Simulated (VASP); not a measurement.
# HfB2 (P6/mmm) in VASP: notebook

Runs on HfB2. Level: PBE. Tasks: relaxation of cell and atoms.

All numbers are computed with VASP 6.6.1; they aren't measurements. Logs are shortened: lines on timing, memory, paths and dates and some standing lists are left out, and cuts for length are marked.

## (1) The cell of the first run

Symmetry: P6/mmm, No. 191, hexagonal system. The conventional cell has a = 3.140 Å, b = 3.140 Å, c = 3.480 Å, α = 90.00°, β = 90.00°, γ = 120.00°. Within 3.3 Å of Hf (site symmetry 6/mmm) lie 12 B at 2.51 Å and 6 Hf at 3.14 Å. Within 2.4 Å of B (site symmetry -6m2) lie 3 B at 1.81 Å.

## (2) Relaxation of cell and atoms, PBE, target pressure 2 GPa, at which the enthalpy is minimised

INCAR

```
SYSTEM = HfB2
  ALGO = Normal
  EDIFF = 1E-7
  EDIFFG = -0.01
  ENCUT = 600
  GGA = PE
  IBRION = 2
  ISIF = 3
  ISMEAR = -1
  LASPH = .True.
  LCHARG = .False.
  LREAL = .False.
  LWAVE = .False.
  NELM = 60
  NSW = 60
  PREC = Accurate
  PSTRESS = 20.0
  SIGMA = 0.05
```

KPOINTS

```
k-points
0
Gamma
  10 10 8
  0 0 0
```

POSCAR

```
HfB2
1.0
    3.1400000000      0.0000000000      0.0000000000
   -1.5700000000      2.7193197679      0.0000000000
    0.0000000000      0.0000000000      3.4800000000
Hf B
1 2
Direct
    0.0000000000      0.0000000000      0.0000000000
    0.6666666667      0.3333333333      0.5000000000
    0.3333333333      0.6666666667      0.5000000000
```

Potentials or basis: VASP PAW PBE potentials, release 64 (Hf_pv, B).

Command:

```sh
$ cat potpaw_PBE.64/Hf_pv/POTCAR potpaw_PBE.64/B/POTCAR > POTCAR
$ mpirun -np 1 vasp_std > vasp.out
```

OUTCAR:

```text
SYSTEM = HfB2
   EDIFF = 1E-7
   EDIFFG = -0.01
   ENCUT = 600
   GGA = PE
   IBRION = 2
   ISIF = 3
   ISMEAR = -1
   LASPH = .True.
   LREAL = .False.
   NELM = 60
   NSW = 60
   PREC = Accurate
   PSTRESS = 20.0

 ion  position               nearest neighbor table
   1  0.000  0.000  0.000-   2 2.51   3 2.51   2 2.51   3 2.51   2 2.51   2 2.51   3 2.51   3 2.51
                             2 2.51   2 2.51   3 2.51   3 2.51
   2  0.667  0.333  0.500-   3 1.81   3 1.81   3 1.81   1 2.51   1 2.51   1 2.51   1 2.51   1 2.51
                             1 2.51
   3  0.333  0.667  0.500-   2 1.81   2 1.81   2 1.81   1 2.51   1 2.51   1 2.51   1 2.51   1 2.51
                             1 2.51

  LATTYP: Found a hexagonal cell.
 ALAT       =     3.1400000000
 C/A-ratio  =     1.1082802548

  Lattice vectors:

 A1 = (   3.1400000000,   0.0000000000,   0.0000000000)
 A2 = (  -1.5700000000,   2.7193197679,   0.0000000000)
 A3 = (   0.0000000000,   0.0000000000,   3.4800000000)

Analysis of symmetry for initial positions (statically):
=====================================================================
 Subroutine PRICEL returns:
 Original cell was already a primitive cell.

 Routine SETGRP: Setting up the symmetry group for a
 hexagonal supercell.

 Subroutine GETGRP returns: Found 24 space group operations
 (whereof 24 operations were pure point group operations)
 out of a pool of 24 trial point group operations.

The static configuration has the point symmetry D_6h.

Analysis of symmetry for dynamics (positions and initial velocities):
=====================================================================
 Subroutine PRICEL returns:
 Original cell was already a primitive cell.

 Routine SETGRP: Setting up the symmetry group for a
 hexagonal supercell.

 Subroutine GETGRP returns: Found 24 space group operations
 (whereof 24 operations were pure point group operations)
 out of a pool of 24 trial point group operations.

The dynamic configuration has the point symmetry D_6h.

 Subroutine INISYM returns: Found 24 space group operations
 (whereof 24 operations are pure point group operations),
 and found     1 'primitive' translations

----------------------------------------------------------------------------------------

                                     Primitive cell

  volume of cell :      29.7146

  direct lattice vectors                    reciprocal lattice vectors
     3.140000000  0.000000000  0.000000000     0.318471338  0.183869512  0.000000000
[... 103 lines left out ...]
   ISMEAR =    -1;   SIGMA  =   0.05  broadening in eV -4-tet -1-fermi 0-gaus
   EFERMI_NEDOS =   21; number of points for ismear=-14 and -15
   IALGO  =     38    algorithm
   IMIX   =      4    mixing-type and parameters
     AMIX     =   0.40;   BMIX     =  1.00
     AMIX_MAG =   1.60;   BMIX_MAG =  1.00
  volume/ion in A,a.u.               =       9.90        66.84
  Fermi-wavevector in a.u.,A,eV,Ry     =   1.331860  2.516850 24.134693  1.773850
  Thomas-Fermi vector in A             =   2.460838
   LORBIT       =      0    0 simple, 1 ext, 2 COOP (PROOUT), +10 PAW based schemes
   GGA     = PE    functional components
   LHFCALC =     F    Hartree Fock is set to
   AEXX    =    0.0000 exact exchange contribution
   IVDW    =     0    specifies the selected vdW correction
   LEPSILON=     F    determine dielectric tensor
   LRPA    =     F    only Hartree local field effects (RPA)
 conjugate gradient relaxation of ions
 non-spin polarized calculation
  energy-cutoff  :      600.00
  volume of cell :       29.71
 maximum number of plane-waves:      1010
 NGX is ok and might be reduce to    28
   NGX = 13   NGY = 13   NGZ = 13

--------------------------------------- Ionic step        1  -------------------------------------------

 number of electron      15.9999999 magnetization

 Free energy of the ion-electron system (eV)
  ---------------------------------------------------
  ext. energy  EPLUGINS =         0.00000000
  ---------------------------------------------------
  free energy    TOTEN  =       -26.40147002 eV

  energy without entropy =      -26.39887976  energy(sigma->0) =      -26.40017489

------------------------ aborting loop because EDIFF is reached ----------------------------------------

  FORCE on cell =-STRESS in cart. coord.  units (eV):
  Direction    XX          YY          ZZ          XY          YZ          ZX
  --------------------------------------------------------------------------------------
  -------------------------------------------------------------------------------------
  Total        0.1370433      0.1370433      0.2783953      0.0000000      0.0000000     -0.0000000
  in kB        7.3892317      7.3892317     15.0107815      0.0000000      0.0000000     -0.0000000
  external PRESSURE =     -10.0702517 kB  Pullay stress =      20.0000000 kB
[... 143 lines left out ...]
--------------------------------------- Ionic step        5  -------------------------------------------

 number of electron      15.9999999 magnetization

 Free energy of the ion-electron system (eV)
  ---------------------------------------------------
  ext. energy  EPLUGINS =         0.00000000
  ---------------------------------------------------
  free energy    TOTEN  =       -26.40053648 eV

  energy without entropy =      -26.39797707  energy(sigma->0) =      -26.39925678

 E-fermi :   7.5932     XC(G=0): -12.6140

 val. band max:        7.5321991727   @ k =   0.2000   0.2000   0.1250
 cond. band min:       7.8249719267   @ k =   0.0000   0.0000   0.2500
 fundamental gap:      0.2927727540
 Fermi energy:         7.5931628211

 k-point     1 :       0.0000    0.0000    0.0000
  band No.  band energies     occupation
      1     -22.9253      2.00000
      2     -22.4269      2.00000
      3     -22.4269      2.00000
      4      -6.0748      2.00000
      5       4.6763      2.00000
      6       4.8072      2.00000
      7       4.8072      2.00000
      8       4.9033      2.00000
      9      11.7448      0.00000
     10      11.7448      0.00000
     11      12.3618      0.00000
     12      12.3618      0.00000
[... 331 lines left out ...]
 k-point    24 :       0.4000    0.1000    0.1250
  band No.  band energies     occupation
      1     -23.1541      2.00000
      2     -22.8245      2.00000
      3     -22.6453      2.00000
      4      -2.2708      2.00000
      5      -0.9000      2.00000
      6       3.0482      2.00000
      7       3.9175      2.00000
      8       5.4704      2.00000
      9       8.8516      0.00000
     10      11.8462      0.00000
     11      11.9272      0.00000
     12      14.0148      0.00000

 [... further k-points ...]
[... 5 lines left out ...]
  --------------------------------------------------------------------------------------
  -------------------------------------------------------------------------------------
  Total        0.3673234      0.3673234      0.3690003      0.0000000     -0.0000000     -0.0000000
  in kB       19.8793588     19.8793588     19.9701097      0.0000000     -0.0000000     -0.0000000
  external PRESSURE =      -0.0903909 kB  Pullay stress =      20.0000000 kB
[... 22 lines left out ...]
  energy  without entropy=      -26.3979770743  energy(sigma->0) =      -26.39925678

  enthalpy is  TOTEN    =       -26.0309839184 eV   P V=        0.3695525600

 reached required accuracy - stopping structural energy minimisation
```

Run time: 94 s. Hardware: 1 thread of AMD EPYC 7R43 (Zen 3), shared host; peak memory 0.15 GiB.

Results:

```
Free energy                                            : -26.4005 eV
Relaxed volume                                         : 9.87 Å³/atom
Relaxed cell                                           : a = 3.134 Å, b = 3.134 Å, c = 3.480 Å, α = 90.00°, β = 90.00°, γ = 120.00°
Space group after relaxing (to 0.05 Å)                 : P6/mmm (No. 191)
Energy change on relaxing (the enthalpy is what falls) : +0.3 meV/atom
Ionic steps                                            : 5
Pressure after relaxing                                : 2.0 GPa
Band gap on the k mesh                                 : zero (band 8 reaches 8.31 eV, above the bottom of band 9 at 7.46 eV)
```

Step by step:
| step | energy change (eV) | largest force (eV/Å) | pressure (GPa) | volume (Å³) |
| --- | --- | --- | --- | --- |
| 1 | 0.0000 | 0.0000 | 0.99 | 29.71 |
| 2 | 0.0036 | 0.0000 | 3.40 | 29.45 |
| 3 | 0.0011 | 0.0000 | 2.06 | 29.60 |
| 4 | 0.0010 | 0.0000 | 2.04 | 29.60 |
| 5 | 0.0009 | 0.0000 | 1.99 | 29.60 |

Final structure:
```
Hf B
1.0
     3.13427    0.00000    0.00000
    -1.56713    2.71436    0.00000
     0.00000    0.00000    3.47980
Hf B
1 2
Direct
  0.00000 0.00000 0.00000
  0.66667 0.33333 0.50000
  0.33333 0.66667 0.50000
```

Levels at points of the mesh, in eV from the Fermi level:
| k point | band 4 | band 5 | band 6 | band 7 | band 8 | band 9 | band 10 | band 11 | band 12 |
| --- | --- | --- | --- | --- | --- | --- | --- | --- | --- |
| (0.00, 0.00, 0.00) | -13.67 | -2.92 | -2.79 | -2.79 | -2.69 | 4.15 | 4.15 | 4.77 | 4.77 |
| (0.50, 0.00, 0.00) | -9.68 | -8.95 | -4.05 | -3.33 | -2.77 | 2.21 | 2.84 | 5.71 | 5.87 |
| (0.00, 0.00, 0.50) | -11.25 | -8.28 | -1.08 | -1.08 | 0.44 | 0.44 | 1.11 | 1.11 | 2.32 |
| (0.50, 0.00, 0.50) | -10.25 | -7.41 | -4.86 | -4.62 | -2.56 | 4.14 | 4.26 | 6.40 | 7.31 |

Caveat: the cell is relaxed towards a set pressure, so the enthalpy falls and the energy may rise; spin-orbit coupling is left out, which moves the levels of the heavy elements.

## (3) Relaxation of cell and atoms, PBE, target pressure 5 GPa, at which the enthalpy is minimised

INCAR

```
ALGO = Normal
EDIFF = 1E-7
EDIFFG = -0.01
ENCUT = 600
GGA = PE
IBRION = 2
ISIF = 3
ISMEAR = -1
LASPH = T
LCHARG = F
LREAL = F
LWAVE = F
NELM = 60
NSW = 60
PREC = Accurate
PSTRESS = 50.0
SIGMA = 0.05
```

KPOINTS

```
k-points
0
Gamma
  10 10 8
```

POSCAR is that of step 2.

Potentials or basis: VASP PAW PBE potentials, release 64 (Hf_pv, B).

Command:

```sh
$ cat potpaw_PBE.64/Hf_pv/POTCAR potpaw_PBE.64/B/POTCAR > POTCAR
$ mpirun -np 1 vasp_std > vasp.out
```

Wall time 88 s (1 thread of AMD EPYC 7R43 (Zen 3), shared host); peak memory 0.15 GiB.

The run converged. Its results:

* Free energy: -26.3933 eV
* Relaxed volume: 9.76 Å³/atom
* Relaxed cell: a = 3.123 Å, b = 3.123 Å, c = 3.465 Å, α = 90.00°, β = 90.00°, γ = 120.00°
* Space group after relaxing (to 0.05 Å): P6/mmm (No. 191)
* Energy change on relaxing (the enthalpy is what falls): +2.7 meV/atom
* Ionic steps: 3
* Pressure after relaxing: 5.0 GPa
* Band gap on the k mesh: zero (band 8 reaches 8.40 eV, above the bottom of band 9 at 7.54 eV)

Step by step:
| step | energy change (eV) | largest force (eV/Å) | pressure (GPa) | volume (Å³) |
| --- | --- | --- | --- | --- |
| 1 | 0.0000 | 0.0000 | 0.99 | 29.71 |
| 2 | 0.0384 | 0.0000 | 11.01 | 28.66 |
| 3 | 0.0081 | 0.0000 | 4.99 | 29.27 |

Final structure:
```
Hf B
1.0
     3.12334    0.00000    0.00000
    -1.56167    2.70489    0.00000
     0.00000    0.00000    3.46484
Hf B
1 2
Direct
  0.00000 0.00000 0.00000
  0.66667 0.33333 0.50000
  0.33333 0.66667 0.50000
```

Levels at points of the mesh, in eV from the Fermi level:
```csv
k point,band 4,band 5,band 6,band 7,band 8,band 9,band 10,band 11,band 12
"(0.00, 0.00, 0.00)",-13.73,-2.94,-2.81,-2.81,-2.68,4.21,4.21,4.84,4.84
"(0.50, 0.00, 0.00)",-9.74,-8.96,-4.08,-3.34,-2.80,2.25,2.88,5.80,5.94
"(0.00, 0.00, 0.50)",-11.26,-8.32,-1.09,-1.09,0.44,0.44,1.12,1.12,2.36
"(0.50, 0.00, 0.50)",-10.31,-7.42,-4.91,-4.65,-2.54,4.20,4.34,6.49,7.44
```

Caveat: the cell is relaxed towards a set pressure, so the enthalpy falls and the energy may rise; spin-orbit coupling is left out, which moves the levels of the heavy elements.

## (4) Relaxation of cell and atoms, PBE, target pressure 10 GPa, at which the enthalpy is minimised

INCAR

```
SYSTEM = HfB2
ALGO = Normal ; EDIFF = 1E-7
EDIFFG = -0.01 ; ENCUT = 600
GGA = PE ; IBRION = 2
ISIF = 3 ; ISMEAR = -1
LASPH = .TRUE. ; LCHARG = .FALSE.
LREAL = .FALSE. ; LWAVE = .FALSE.
NELM = 100 ; NSW = 60
PREC = Accurate ; PSTRESS = 100.0
SIGMA = 0.05
```

KPOINTS

```
k-points
0
G
  10 10 8
  0 0 0
```

POSCAR is that of step 3.

Command:

```sh
$ cat potpaw_PBE.64/Hf_pv/POTCAR potpaw_PBE.64/B/POTCAR > POTCAR
$ mpirun -np 1 vasp_std > vasp.out
```

It took 92 s on 1 thread of AMD EPYC 7R43 (Zen 3), shared host; peak memory 0.15 GiB.

It converged, with:

* Free energy: -26.3688 eV
* Relaxed volume: 9.58 Å³/atom
* Relaxed cell: a = 3.106 Å, b = 3.106 Å, c = 3.441 Å, α = 90.00°, β = 90.00°, γ = 120.00°
* Space group after relaxing (to 0.05 Å): P6/mmm (No. 191)
* Energy change on relaxing (the enthalpy is what falls): +10.9 meV/atom
* Ionic steps: 5
* Pressure after relaxing: 10.1 GPa
* Band gap on the k mesh: zero (band 8 reaches 8.54 eV, above the bottom of band 9 at 7.68 eV)

Step by step:
```tsv
step	energy change (eV)	largest force (eV/Å)	pressure (GPa)	volume (Å³)
1	0.0000	0.0000	0.99	29.71
2	0.1827	0.0000	25.70	27.38
3	0.0313	0.0000	9.88	28.77
4	0.0325	0.0000	10.06	28.75
5	0.0327	0.0000	10.08	28.75
```

Final structure:
```
Hf B
1.0
     3.10593    0.00000    0.00000
    -1.55297    2.68982    0.00000
     0.00000    0.00000    3.44096
Hf B
1 2
Direct
  0.00000 0.00000 0.00000
  0.66667 0.33333 0.50000
  0.33333 0.66667 0.50000
```

Levels at points of the mesh, in eV from the Fermi level:
```tsv
k point	band 5	band 6	band 7	band 8	band 9	band 10	band 11	band 12
(0.00, 0.00, 0.00)	-2.97	-2.86	-2.86	-2.65	4.31	4.31	4.96	4.96
(0.50, 0.00, 0.00)	-8.97	-4.13	-3.36	-2.85	2.30	2.94	5.95	6.07
(0.00, 0.00, 0.50)	-8.38	-1.09	-1.09	0.44	0.44	1.14	1.14	2.44
(0.50, 0.00, 0.50)	-7.44	-4.98	-4.72	-2.50	4.31	4.47	6.63	7.65
```

Caveat: the cell is relaxed towards a set pressure, so the enthalpy falls and the energy may rise; spin-orbit coupling is left out, which moves the levels of the heavy elements.

## (5) The runs side by side

| cell | gap on the mesh (eV) | pressure (GPa) |
| --- | --- | --- |
| relaxed to 2 GPa | none | 2.0 |
| relaxed to 5 GPa | none | 5.0 |
| relaxed to 10 GPa | none | 10.1 |

Alike in all rows: task relaxation of cell and atoms; level PBE; potentials or basis VASP PAW PBE potentials, release 64 (Hf_pv, B); no spin polarisation; k mesh 10 × 10 × 8; cutoff (eV) 600; smearing fermi-dirac 0.05 eV.

Caveats: the cell is relaxed towards a set pressure, so the enthalpy falls and the energy may rise; spin-orbit coupling is left out, which moves the levels of the heavy elements.

Total energies depend on the potentials used, so only differences within one code and one set of settings carry meaning.
